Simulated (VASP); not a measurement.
# MgTiAl4O8 (F-43m) in VASP: single point with PBEsol+U

Aim: the single point of MgTiAl4O8 with PBEsol+U.

All numbers are computed with VASP 6.6.1; they aren't measurements. Logs are shortened: lines on timing, memory, paths and dates and some standing lists are left out, and cuts for length are marked.

## (1) The cell of the first run

Symmetry: F-43m, No. 216, cubic system. Conventional cell: a = 8.081 Å, b = 8.081 Å, c = 8.081 Å, α = 90.00°, β = 90.00°, γ = 90.00°. Within 2.6 Å of Ti (site symmetry -43m) lie 4 O at 1.99 Å. Within 2.6 Å of Mg (site symmetry -43m) lie 4 O at 1.94 Å. Within 2.5 Å of Al (site symmetry 3m) lie 6 O at 1.89 to 1.92 Å. Within 2.6 Å of O (site symmetry 3m) lie 3 Al at 1.92 Å and 1 Mg at 1.94 Å and 3 O at 2.55 Å. O (site symmetry 3m) has 3 Al at 1.89 Å and 1 Ti at 1.99 Å and 3 O at 2.46 Å within 2.5 Å.

## (2) Single point, PBEsol+U, collinear spin

File INCAR:

```
PREC     = Accurate       # precision mode
ENCUT    = 600            # plane-wave cutoff, eV
EDIFF    = 1E-6           # SCF threshold, eV
ISMEAR   = 0              # smearing method
SIGMA    = 0.05           # smearing width, eV
LREAL    = F              # projectors in reciprocal space
LASPH    = T              # aspherical terms in the spheres
NELM     = 200            # most SCF steps
ALGO     = Normal         # electronic algorithm
ISIF     = 2              # what is computed and relaxed
LWAVE    = F              # write WAVECAR
LCHARG   = F              # write CHGCAR
ISPIN    = 2              # spin polarisation
MAGMOM   = 2 0 0 0 0 0 0 0 0 0 0 0 0 0 # initial moments
LORBIT   = 11             # projections on sites
LMAXMIX  = 4              # l up to which the mixer works
LDAU     = T              # DFT+U
LDAUTYPE = 2            
LDAUL    = 2 -1 -1 -1     # shell
LDAUU    = 3 0 0 0        # U, eV
LDAUJ    = 0 0 0 0      
LDAUPRINT= 1            
GGA      = PS             # functional
NBANDS   = 54             # bands
GGA_COMPAT= F
```

File KPOINTS:

```
Automatic mesh
0
Gamma
  4 4 4
```

File POSCAR:

```
MgTiAl4O8
1.0
    0.0000000000      4.0403000000      4.0403000000
    4.0403000000      0.0000000000      4.0403000000
    4.0403000000      4.0403000000      0.0000000000
Ti Mg Al O
1 1 4 8
Direct
    0.0000000000      0.0000000000      0.0000000000
    0.2500000000      0.2500000000      0.2500000000
    0.6251278028      0.6251278028      0.6251278028
    0.1246165916      0.6251278028      0.6251278028
    0.6251278028      0.6251278028      0.1246165916
    0.6251278028      0.1246165916      0.6251278028
    0.3882903085      0.3882903085      0.3882903085
    0.4268237700      0.8577254100      0.8577254100
    0.3882903085      0.3882903085      0.8351290746
    0.8577254100      0.4268237700      0.8577254100
    0.8351290746      0.3882903085      0.3882903085
    0.8577254100      0.8577254100      0.8577254100
    0.3882903085      0.8351290746      0.3882903085
    0.8577254100      0.8577254100      0.4268237700
```

Potentials or basis: VASP PAW PBE potentials, release 64 (Ti_sv, Mg, Al, O).

Run with:

```console
$ cat potpaw_PBE.64/Ti_sv/POTCAR potpaw_PBE.64/Mg/POTCAR potpaw_PBE.64/Al/POTCAR potpaw_PBE.64/O/POTCAR > POTCAR
$ mpirun -np 1 vasp_std > vasp.out
```

OUTCAR:

```text
PREC = Accurate
   ENCUT = 600
   EDIFF = 1E-6
   ISMEAR = 0
   LREAL = F
   LASPH = T
   NELM = 200
   ISIF = 2
   ISPIN = 2
   LORBIT = 11
   GGA = PS

 ion  position               nearest neighbor table
   1  0.000  0.000  0.000-   8 1.99  10 1.99  12 1.99  14 1.99
   2  0.250  0.250  0.250-   9 1.94  11 1.94  13 1.94   7 1.94   4 3.35   6 3.35   4 3.35   5 3.35
                             5 3.35   6 3.35   3 3.35   3 3.35   3 3.35   5 3.35   6 3.35   4 3.35
   3  0.625  0.625  0.625-   8 1.89  10 1.89  14 1.89  11 1.92  13 1.92   9 1.92   4 2.85   5 2.85
                             6 2.85   5 2.86   6 2.86   4 2.86   2 3.35   2 3.35   2 3.35
   4  0.125  0.625  0.625-  12 1.89  10 1.89  14 1.89   7 1.92  13 1.92   9 1.92   3 2.85   5 2.85
                             6 2.85   3 2.86   5 2.86   6 2.86   2 3.35   2 3.35   2 3.35
   5  0.625  0.625  0.125-  12 1.89  10 1.89   8 1.89   7 1.92  11 1.92  13 1.92   3 2.85   4 2.85
                             6 2.85   3 2.86   6 2.86   4 2.86   2 3.35   2 3.35   2 3.35
   6  0.625  0.125  0.625-  12 1.89   8 1.89  14 1.89   7 1.92   9 1.92  11 1.92   3 2.85   4 2.85
                             5 2.85   5 2.86   3 2.86   4 2.86   2 3.35   2 3.35   2 3.35
   7  0.388  0.388  0.388-   4 1.92   5 1.92   6 1.92   2 1.94
   8  0.427  0.858  0.858-   3 1.89   5 1.89   6 1.89   1 1.99
   9  0.388  0.388  0.835-   3 1.92   4 1.92   6 1.92   2 1.94
  10  0.858  0.427  0.858-   3 1.89   4 1.89   5 1.89   1 1.99
  11  0.835  0.388  0.388-   3 1.92   5 1.92   6 1.92   2 1.94
  12  0.858  0.858  0.858-   4 1.89   5 1.89   6 1.89   1 1.99
  13  0.388  0.835  0.388-   3 1.92   4 1.92   5 1.92   2 1.94
  14  0.858  0.858  0.427-   3 1.89   4 1.89   6 1.89   1 1.99

  LATTYP: Found a face centered cubic cell.
 ALAT       =     8.0806000000

  Lattice vectors:

 A1 = (   0.0000000000,   4.0403000000,   4.0403000000)
 A2 = (   4.0403000000,   0.0000000000,   4.0403000000)
 A3 = (   4.0403000000,   4.0403000000,   0.0000000000)

Analysis of symmetry for initial positions (statically):
=====================================================================
 Subroutine PRICEL returns:
 Original cell was already a primitive cell.

 Routine SETGRP: Setting up the symmetry group for a
 face centered cubic supercell.

 Subroutine GETGRP returns: Found 24 space group operations
 (whereof 24 operations were pure point group operations)
 out of a pool of 48 trial point group operations.

The static configuration has the point symmetry T_d .

Analysis of symmetry for dynamics (positions and initial velocities):
=====================================================================
 Subroutine PRICEL returns:
 Original cell was already a primitive cell.

 Routine SETGRP: Setting up the symmetry group for a
 face centered cubic supercell.

 Subroutine GETGRP returns: Found 24 space group operations
 (whereof 24 operations were pure point group operations)
 out of a pool of 48 trial point group operations.

The dynamic configuration has the point symmetry T_d .

Analysis of structural, dynamic, and magnetic symmetry:
=====================================================================
 Subroutine PRICEL returns:
 Original cell was already a primitive cell.

 Routine SETGRP: Setting up the symmetry group for a
 face centered cubic supercell.

 Subroutine GETGRP returns: Found 24 space group operations
 (whereof 24 operations were pure point group operations)
 out of a pool of 48 trial point group operations.

The overall configuration has the point symmetry T_d .

 Subroutine INISYM returns: Found 24 space group operations
 (whereof 24 operations are pure point group operations),
 and found     1 'primitive' translations

----------------------------------------------------------------------------------------

                                     Primitive cell
[... 162 lines left out ...]

 occupancies and eigenvectors

  o =  0.0223  v =  0.0000 -0.0000  0.0225  0.0000 -0.9997  0.0000  0.0000  0.0000  0.0000  0.0000      0.0000  0.0000  0.0000  0.0000  0.0000  0.0000  0.0000  0.0000  0.0000  0.0000
  o =  0.0223  v =  0.0000 -0.0000 -0.9997  0.0000 -0.0225  0.0000  0.0000  0.0000  0.0000  0.0000      0.0000  0.0000  0.0000  0.0000  0.0000  0.0000  0.0000  0.0000  0.0000  0.0000
  o =  0.0800  v =  0.0000  0.0045  0.0000  1.0000  0.0000  0.0000  0.0000  0.0000  0.0000  0.0000      0.0000  0.0000  0.0000  0.0000  0.0000  0.0000  0.0000  0.0000  0.0000  0.0000
  o =  0.0800  v =  0.0000  1.0000  0.0000 -0.0045 -0.0000  0.0000  0.0000  0.0000  0.0000  0.0000      0.0000  0.0000  0.0000  0.0000  0.0000  0.0000  0.0000  0.0000  0.0000  0.0000
  o =  0.0800  v =  1.0000  0.0000  0.0000  0.0000  0.0000  0.0000  0.0000  0.0000  0.0000  0.0000      0.0000  0.0000  0.0000  0.0000  0.0000  0.0000  0.0000  0.0000  0.0000  0.0000
  o =  0.0918  v =  0.0000  0.0000  0.0000  0.0000  0.0000  0.0000 -0.0205  0.0000 -0.9998  0.0000      0.0000  0.0000  0.0000  0.0000  0.0000  0.0000  0.0000  0.0000  0.0000  0.0000
  o =  0.0918  v =  0.0000  0.0000  0.0000  0.0000  0.0000  1.0000  0.0000  0.0000  0.0000  0.0000      0.0000  0.0000  0.0000  0.0000  0.0000  0.0000  0.0000  0.0000  0.0000  0.0000
  o =  0.0918  v =  0.0000  0.0000  0.0000  0.0000  0.0000  0.0000 -0.9998  0.0000  0.0205  0.0000      0.0000  0.0000  0.0000  0.0000  0.0000  0.0000  0.0000  0.0000  0.0000  0.0000
  o =  0.8370  v =  0.0000  0.0000  0.0000  0.0000  0.0000  0.0000 -0.0000 -0.9490  0.0000 -0.3151      0.0000  0.0000  0.0000  0.0000  0.0000  0.0000  0.0000  0.0000  0.0000  0.0000
  o =  0.8370  v =  0.0000  0.0000  0.0000  0.0000  0.0000  0.0000  0.0000 -0.3151 -0.0000  0.9490      0.0000  0.0000  0.0000  0.0000  0.0000  0.0000  0.0000  0.0000  0.0000  0.0000

 number of electron      73.9999998 magnetization      -1.9996405

 Free energy of the ion-electron system (eV)
  ---------------------------------------------------
  ext. energy  EPLUGINS =         0.00000000
  ---------------------------------------------------
  free energy    TOTEN  =      -106.41946167 eV

  energy without entropy =     -106.41934157  energy(sigma->0) =     -106.41940162

 E-fermi :   9.9248     XC(G=0): -11.4868

 val. band max:        9.8488260693   @ k =   0.5000   0.5000   0.0000
 cond. band min:       9.9839225549   @ k =   0.0000   0.0000   0.0000
 fundamental gap:      0.1350964855
 Fermi energy:         9.9248375184

 spin component 1

 k-point     1 :       0.0000    0.0000    0.0000
  band No.  band energies     occupation
      1     -45.6071      1.00000
      2     -22.2155      1.00000
      3     -22.2155      1.00000
      4     -22.2155      1.00000
      5     -13.7267      1.00000
      6     -12.2040      1.00000
[... 405 lines left out ...]
     48      16.6302      0.00000
     49      16.9165      0.00000
 Fermi energy:         9.9248375184

 spin component 2

 k-point     1 :       0.0000    0.0000    0.0000
  band No.  band energies     occupation
      1     -47.1553      1.00000
      2     -23.7422      1.00000
      3     -23.7422      1.00000
      4     -23.7421      1.00000
      5     -13.7485      1.00000
      6     -12.2185      1.00000
[... 405 lines left out ...]
     48      16.5110      0.00000
     49      16.8083      0.00000
 [bands above 49 left out]

------------------------ aborting loop because EDIFF is reached ----------------------------------------

  FORCE on cell =-STRESS in cart. coord.  units (eV):
  Direction    XX          YY          ZZ          XY          YZ          ZX
  --------------------------------------------------------------------------------------
  -------------------------------------------------------------------------------------
  Total        8.2053797      8.2053797      8.2053797     -0.0000000     -0.0000000      0.0000000
  in kB       99.6640259     99.6640259     99.6640259     -0.0000000     -0.0000000      0.0000000
  external PRESSURE =      99.6640259 kB  Pullay stress =       0.0000000 kB

 VOLUME and BASIS-vectors are now :
 -----------------------------------------------------------------------------
  energy-cutoff  :      600.00
  volume of cell :      131.91
      direct lattice vectors                 reciprocal lattice vectors
     0.000000000  4.040300000  4.040300000    -0.123753187  0.123753187  0.123753187
     4.040300000  0.000000000  4.040300000     0.123753187 -0.123753187  0.123753187
     4.040300000  4.040300000  0.000000000     0.123753187  0.123753187 -0.123753187

 POSITION                                       TOTAL-FORCE (eV/Angst)
 -----------------------------------------------------------------------------------
      0.00000      0.00000      0.00000        -0.000000     -0.000000     -0.000000
      2.02015      2.02015      2.02015        -0.000000     -0.000000     -0.000000
      5.05141      5.05141      5.05141        -0.004252     -0.004252     -0.004252
      5.05141      3.02919      3.02919        -0.004252      0.004252      0.004252
      3.02919      3.02919      5.05141         0.004252      0.004252     -0.004252
      3.02919      5.05141      3.02919         0.004252     -0.004252      0.004252
      3.13762      3.13762      3.13762        -0.005285     -0.005285     -0.005285
      6.93094      5.18996      5.18996        -0.058557      0.058557      0.058557
      4.94298      4.94298      3.13762         0.005285      0.005285     -0.005285
      5.18996      6.93094      5.18996         0.058557     -0.058557      0.058557
      3.13762      4.94298      4.94298        -0.005285      0.005285      0.005285
      6.93094      6.93094      6.93094        -0.058557     -0.058557     -0.058557
      4.94298      3.13762      4.94298         0.005285     -0.005285      0.005285
      5.18996      5.18996      6.93094         0.058557      0.058557     -0.058557
 -----------------------------------------------------------------------------------
    total drift:                                0.000001      0.000001      0.000001

  FREE ENERGIE OF THE ION-ELECTRON SYSTEM (eV)
  ---------------------------------------------------
  free  energy   TOTEN  =      -106.4194616703 eV

  energy  without entropy=     -106.4193415664  energy(sigma->0) =     -106.41940162

 total charge

# of ion       s       p       d       tot
------------------------------------------
    1        2.162   6.133   2.208  10.503
    2        0.173   0.203   0.087   0.463
    3        0.315   0.411   0.000   0.726
    4        0.315   0.411   0.000   0.726
    5        0.315   0.411   0.000   0.726
    6        0.315   0.411   0.000   0.726
    7        1.540   3.604   0.000   5.144
    8        1.545   3.630   0.000   5.175
    9        1.540   3.604   0.000   5.144
   10        1.545   3.630   0.000   5.175
   11        1.540   3.604   0.000   5.144
   12        1.545   3.630   0.000   5.175
   13        1.540   3.604   0.000   5.144
   14        1.545   3.630   0.000   5.175
--------------------------------------------------
tot         15.934  36.918   2.295  55.147

 magnetization (x)

# of ion       s       p       d       tot
------------------------------------------
    1       -0.011  -0.010  -1.654  -1.675
    2        0.000   0.000  -0.000   0.000
    3       -0.002  -0.001   0.000  -0.004
    4       -0.002  -0.001   0.000  -0.004
    5       -0.002  -0.001   0.000  -0.004
    6       -0.002  -0.001   0.000  -0.004
    7       -0.000  -0.000   0.000  -0.000
    8        0.001  -0.005   0.000  -0.004
    9       -0.000  -0.000   0.000  -0.000
   10        0.001  -0.005   0.000  -0.004
   11       -0.000  -0.000   0.000  -0.000
   12        0.001  -0.005   0.000  -0.004
   13       -0.000  -0.000   0.000  -0.000
   14        0.001  -0.005   0.000  -0.004
--------------------------------------------------
tot         -0.017  -0.034  -1.654  -1.706
```

Run time: 6 min. Hardware: 1 thread of Oxide Virtual Turin-like, shared host; peak memory 0.43 GiB.

What came out:

| Quantity | Value |
| --- | --- |
| Free energy | -106.4195 eV |
| Pressure | 10.0 GPa |
| Largest force | 0.101 eV/Å |
| Band gap on the k mesh | 0.14 eV (least direct gap 0.61 eV) |
| Net moment | -2.00 μB per cell |
| Site moments | Ti -1.68; Mg +0.00; Al -0.00; O -0.00 μB |
| Valence electrons inside the program's atomic spheres | Ti 10.50; Mg 0.46; Al 0.73; O 5.14, 5.17 (each value once) |

Forces in eV/Å, atoms in the order of the input:
```
Ti   0.000  0.000  0.000
Mg   0.000  0.000  0.000
Al  -0.004 -0.004 -0.004
Al  -0.004  0.004  0.004
Al   0.004  0.004 -0.004
Al   0.004 -0.004  0.004
O   -0.005 -0.005 -0.005
O   -0.059  0.059  0.059
O    0.005  0.005 -0.005
O    0.059 -0.059  0.059
O   -0.005  0.005  0.005
O   -0.059 -0.059 -0.059
O    0.005 -0.005  0.005
O    0.059  0.059 -0.059
```

Eigenvalues of the final occupation matrices:
```csv
site,spin,trace,eigenvalues
site 1 d,1,0.28,0.02 0.02 0.08 0.08 0.08
site 1 d,2,1.95,0.09 0.09 0.09 0.84 0.84
```

Caveat: the cell stands under pressure; the PAW data sets were made with another functional, which shifts forces and pressure a little.
